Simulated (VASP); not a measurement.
# Se: single point with PBE

The system is Se.

```
Se
1.0
     4.71375    0.00000    0.00000
     0.00000    4.71375    0.00000
     0.00000    0.00000    4.71375
Se
4
Direct
  0.00000 0.00000 0.00000
  0.50000 0.00000 0.00000
  0.00000 0.50000 0.00000
  0.00000 0.00000 0.50000
```

The cell was built from a structure type or drawn by symmetry, and may not be a known phase.

| Item | Value |
| --- | --- |
| Program | VASP 6.6.1 |
| Task | single point |
| Functional | PBE |
| Potentials or basis | VASP PAW PBE potentials, release 64 (Se) |
| Cutoff | 520 eV |
| k mesh | 4 × 4 × 4 |
| Occupations | gaussian, width 0.1 eV |
| Spin | no spin polarisation |

The pressure is 18.1 GPa and the band gap on the k mesh is zero (bands 12 and 13 overlap by 1.24 eV).

Levels at points of the mesh, in eV from the Fermi level:
```csv
k point,band 8,band 9,band 10,band 11,band 12,band 13,band 14,band 15,band 16,band 17
"(0.00, 0.00, 0.00)",-0.68,-0.68,-0.68,-0.63,-0.63,-0.63,4.88,5.06,5.06,5.06
"(0.50, 0.00, 0.00)",-1.92,-1.92,-1.26,-0.60,-0.60,-0.44,0.07,5.37,6.65,7.97
"(0.50, 0.50, 0.00)",-2.20,-1.83,-1.83,-1.52,-0.10,-0.10,0.74,1.12,7.12,7.30
"(0.50, 0.50, 0.50)",-1.48,-1.48,-0.90,-0.90,-0.90,1.14,1.14,1.14,2.01,4.31
```

Run time: 9.1 s on 1 thread of Intel(R) Xeon(R) 6975P-C (Granite Rapids) (shared host), peak memory 0.2 GiB.

Caveat: the cell stands under pressure.
